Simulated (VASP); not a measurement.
Here is a VASP 6.6.1 calculation.

The input POSCAR:

```
KF
1.0
   -0.0332370071      2.6589605711      2.6589605711
    2.6589605711     -0.0332370071      2.6589605711
    2.6257235639      2.6257235639      0.0000000000
K F
1 1
Direct
    0.0000000000      0.0000000000      0.0000000000
    0.5000000000      0.5000000000      0.5000000000
```

File INCAR.step1:

```
SYSTEM = KF
ALGO = Normal
EDIFF = 1E-4
ENCUT = 520
GGA = PE
ISMEAR = 0
LASPH = .True.
LCHARG = .False.
LREAL = .False.
LWAVE = .True.
NBANDS = 15
NELM = 100
PREC = Accurate
SIGMA = 0.01
```

The input INCAR.step2:

```
SYSTEM = KF
ALGO = Normal
EDIFF = 1E-7
ENCUT = 520
ISIF = 2
ISMEAR = 0
ISTART = 1
LASPH = .True.
LCHARG = .True.
LELF = .True.
LMIXTAU = .True.
LREAL = .False.
LVHAR = .True.
LWAVE = .False.
METAGGA = R2SCAN
NBANDS = 15
NELM = 100
PREC = Accurate
SIGMA = 0.01
```

File KPOINTS:

```
k-points
0
Gamma
  8 8 8
  0 0 0
```

Potentials or basis: VASP PAW PBE potentials, release 64 (K_sv, F).

Run with:

```sh
$ cat potpaw_PBE.64/K_sv/POTCAR potpaw_PBE.64/F/POTCAR > POTCAR
$ cp INCAR.step1 INCAR
$ mpirun -np 1 vasp_std > vasp.out
$ cp INCAR.step2 INCAR
$ mpirun -np 1 vasp_std > vasp.out
```

Question: What does it give for the pressure?

Answer: 0.0 GPa.

Question: Predict the band gap on the k mesh.

Answer: 6.89 eV, direct.

Stress tensor (GPa, compression positive):
```
-0.03  0.31  0.00
 0.31 -0.03  0.00
 0.00  0.00 -0.04
```

Caveat: the cell differs from its parent crystal (shear xy strain -2.5%); the PAW data sets were made with another functional, which shifts forces and pressure a little. A k mesh can miss the band edges.
